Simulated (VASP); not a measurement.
# Nb3Pb (Pm-3n) in VASP: single point with PBE

Aim: the single point of Nb3Pb with PBE.

All numbers are computed with VASP 6.6.1; they aren't measurements. Logs are shortened: lines on timing, memory, paths and dates and some standing lists are left out, and cuts for length are marked.

### 1 The cell of the first run

The structure is cubic, space group Pm-3n (No. 223). The conventional cell has a = 5.405 Å, b = 5.405 Å, c = 5.405 Å, α = 90.00°, β = 90.00°, γ = 90.00°. Within 3.6 Å of Nb (site symmetry -4m2) lie 10 Nb at 2.70 to 3.31 Å and 4 Pb at 3.02 Å. Pb (site symmetry m-3) has 12 Nb at 3.02 Å within 4.0 Å.

### 2 Single point, PBE

File INCAR:

```
SYSTEM = Nb3Pb
PREC = Accurate
ENCUT = 520
EDIFF = 1E-7
ISMEAR = -1
SIGMA = 0.0194
LREAL = .FALSE.
LASPH = .TRUE.
NELM = 80
ALGO = Normal
ISIF = 2
LWAVE = .FALSE.
LCHARG = .FALSE.
GGA = PE
NBANDS = 63
```

File KPOINTS:

```
regular mesh
0
G
  6 6 6
  0 0 0
```

File POSCAR:

```
Nb3Pb
1.0
    5.4049080000      0.0000000000      0.0000000000
    0.0000000000      5.4049080000      0.0000000000
    0.0000000000      0.0000000000      5.4049080000
Nb Pb
6 2
Direct
    0.2500000000      0.0000000000      0.5000000000
    0.5000000000      0.7500000000      0.0000000000
    0.7500000000      0.0000000000      0.5000000000
    0.5000000000      0.2500000000      0.0000000000
    0.0000000000      0.5000000000      0.7500000000
    0.0000000000      0.5000000000      0.2500000000
    0.0000000000      0.0000000000      0.0000000000
    0.5000000000      0.5000000000      0.5000000000
```

Potentials or basis: VASP PAW PBE potentials, release 64 (Nb_sv, Pb_d).

The run is started by

```console
$ cat potpaw_PBE.64/Nb_sv/POTCAR potpaw_PBE.64/Pb_d/POTCAR > POTCAR
$ mpirun -np 1 vasp_std > vasp.out
```

OUTCAR:

```text
SYSTEM = Nb3Pb
   PREC = Accurate
   ENCUT = 520
   EDIFF = 1E-7
   ISMEAR = -1
   LREAL = .FALSE.
   LASPH = .TRUE.
   NELM = 80
   ISIF = 2
   GGA = PE

 ion  position               nearest neighbor table
   1  0.250  0.000  0.500-   3 2.70   3 2.70   8 3.02   7 3.02   8 3.02   7 3.02
   2  0.500  0.750  0.000-   4 2.70   4 2.70   8 3.02   8 3.02   7 3.02   7 3.02
   3  0.750  0.000  0.500-   1 2.70   1 2.70   8 3.02   7 3.02   8 3.02   7 3.02
   4  0.500  0.250  0.000-   2 2.70   2 2.70   8 3.02   8 3.02   7 3.02   7 3.02
   5  0.000  0.500  0.750-   6 2.70   6 2.70   8 3.02   7 3.02   7 3.02   8 3.02
   6  0.000  0.500  0.250-   5 2.70   5 2.70   8 3.02   7 3.02   7 3.02   8 3.02
   7  0.000  0.000  0.000-   1 3.02   2 3.02   3 3.02   4 3.02   5 3.02   6 3.02   1 3.02   3 3.02
                             5 3.02   6 3.02   2 3.02   4 3.02
   8  0.500  0.500  0.500-   1 3.02   2 3.02   3 3.02   4 3.02   5 3.02   6 3.02   2 3.02   4 3.02
                             1 3.02   3 3.02   5 3.02   6 3.02

  LATTYP: Found a simple cubic cell.
 ALAT       =     5.4049080000

  Lattice vectors:

 A1 = (   5.4049080000,   0.0000000000,   0.0000000000)
 A2 = (   0.0000000000,   5.4049080000,   0.0000000000)
 A3 = (   0.0000000000,   0.0000000000,   5.4049080000)

Analysis of symmetry for initial positions (statically):
=====================================================================
 Subroutine PRICEL returns:
 Original cell was already a primitive cell.

 Routine SETGRP: Setting up the symmetry group for a
 simple cubic supercell.

 Subroutine GETGRP returns: Found 48 space group operations
 (whereof 24 operations were pure point group operations)
 out of a pool of 48 trial point group operations.

The static configuration has the point symmetry T_h .
 The point group associated with its full space group is O_h .

Analysis of symmetry for dynamics (positions and initial velocities):
=====================================================================
 Subroutine PRICEL returns:
 Original cell was already a primitive cell.

 Routine SETGRP: Setting up the symmetry group for a
 simple cubic supercell.

 Subroutine GETGRP returns: Found 48 space group operations
 (whereof 24 operations were pure point group operations)
 out of a pool of 48 trial point group operations.

The dynamic configuration has the point symmetry T_h .
 The point group associated with its full space group is O_h .

 Subroutine INISYM returns: Found 48 space group operations
[... 108 lines left out ...]
   IBRION =     -1    ionic relax: 0-MD 1-quasi-New 2-CG
   NFREE  =      0    steps in history (QN), initial steepest desc. (CG)
   ISIF   =      2    stress and relaxation
   ISYM   =      2    0-nonsym 1-usesym 2-fastsym
   POTIM  = 0.5000    time-step for ionic-motion
   TEBEG  =    0.0;   TEEND  =   0.0 temperature during run
   PSTRESS=    0.0 pullay stress
   NELECT =     106.0000    total number of electrons
   NUPDOWN=      -1.0000    fix difference up-down
   EMIN   =  10.00;   EMAX   =-10.00  energy-range for DOS
   EFERMI =   0.00;   METHOD = LEGACY
   ISMEAR =    -1;   SIGMA  =   0.02  broadening in eV -4-tet -1-fermi 0-gaus
   EFERMI_NEDOS =   21; number of points for ismear=-14 and -15
   IALGO  =     38    algorithm
   IMIX   =      4    mixing-type and parameters
     AMIX     =   0.40;   BMIX     =  1.00
     AMIX_MAG =   1.60;   BMIX_MAG =  1.00
  volume/ion in A,a.u.               =      19.74       133.19
  Fermi-wavevector in a.u.,A,eV,Ry     =   1.433470  2.708865 27.957728  2.054835
  Thomas-Fermi vector in A             =   2.552984
   LORBIT       =      0    0 simple, 1 ext, 2 COOP (PROOUT), +10 PAW based schemes
   GGA     = PE    functional components
   LHFCALC =     F    Hartree Fock is set to
   AEXX    =    0.0000 exact exchange contribution
   IVDW    =     0    specifies the selected vdW correction
   LEPSILON=     F    determine dielectric tensor
   LRPA    =     F    only Hartree local field effects (RPA)
 non-spin polarized calculation
  energy-cutoff  :      520.00
  volume of cell :      157.89
 maximum number of plane-waves:      4272
   NGX = 21   NGY = 21   NGZ = 21

 number of electron     106.0000004 magnetization

 Free energy of the ion-electron system (eV)
  ---------------------------------------------------
  ext. energy  EPLUGINS =         0.00000000
  ---------------------------------------------------
  free energy    TOTEN  =       -67.47548967 eV

  energy without entropy =      -67.45505174  energy(sigma->0) =      -67.46527070

 E-fermi :  10.6811     XC(G=0): -12.1306

 val. band max:       10.6766058878   @ k =   0.3333   0.3333   0.1667
 cond. band min:      10.6830991313   @ k =   0.5000   0.5000   0.1667
 fundamental gap:      0.0064932435
 Fermi energy:        10.6810755629

 k-point     1 :       0.0000    0.0000    0.0000
  band No.  band energies     occupation
      1     -44.0210      2.00000
      2     -43.9674      2.00000
      3     -43.9674      2.00000
      4     -43.7930      2.00000
      5     -43.7930      2.00000
      6     -43.7930      2.00000
[... 1309 lines left out ...]
     62      12.9566      0.00000
     63      12.9583      0.00000

------------------------ aborting loop because EDIFF is reached ----------------------------------------

  FORCE on cell =-STRESS in cart. coord.  units (eV):
  Direction    XX          YY          ZZ          XY          YZ          ZX
  --------------------------------------------------------------------------------------
  -------------------------------------------------------------------------------------
  Total       -3.0377557     -3.0377557     -3.0377557      0.0000000     -0.0000000     -0.0000000
  in kB      -30.8246748    -30.8246748    -30.8246748      0.0000000     -0.0000000     -0.0000000
  external PRESSURE =     -30.8246748 kB  Pullay stress =       0.0000000 kB

 VOLUME and BASIS-vectors are now :
 -----------------------------------------------------------------------------
  energy-cutoff  :      520.00
  volume of cell :      157.89
      direct lattice vectors                 reciprocal lattice vectors
     5.404908000  0.000000000  0.000000000     0.185017025  0.000000000  0.000000000
     0.000000000  5.404908000  0.000000000     0.000000000  0.185017025  0.000000000
     0.000000000  0.000000000  5.404908000     0.000000000  0.000000000  0.185017025

 POSITION                                       TOTAL-FORCE (eV/Angst)
 -----------------------------------------------------------------------------------
      1.35123      0.00000      2.70245        -0.000000     -0.000000     -0.000000
      2.70245      4.05368      0.00000        -0.000000     -0.000000      0.000000
      4.05368      0.00000      2.70245         0.000000      0.000000      0.000000
      2.70245      1.35123      0.00000         0.000000      0.000000      0.000000
      0.00000      2.70245      4.05368         0.000000     -0.000000     -0.000000
      0.00000      2.70245      1.35123        -0.000000      0.000000     -0.000000
      0.00000      0.00000      0.00000        -0.000000     -0.000000     -0.000000
      2.70245      2.70245      2.70245        -0.000000     -0.000000     -0.000000
 -----------------------------------------------------------------------------------
    total drift:                                0.000000     -0.000000      0.000000

  FREE ENERGIE OF THE ION-ELECTRON SYSTEM (eV)
  ---------------------------------------------------
  free  energy   TOTEN  =       -67.4754896665 eV

  energy  without entropy=      -67.4550517355  energy(sigma->0) =      -67.46527070
```

Wall time 5.7 min (1 thread of Intel Xeon 8259CL, shared host); peak memory 0.33 GiB.

What came out:

- Free energy: -67.4755 eV
- Pressure: -3.1 GPa
- Band gap on the k mesh: zero (bands 53 and 54 overlap by 0.61 eV)

Caveat: the cell stands under tension; spin-orbit coupling is left out, which moves the levels of the heavy elements.
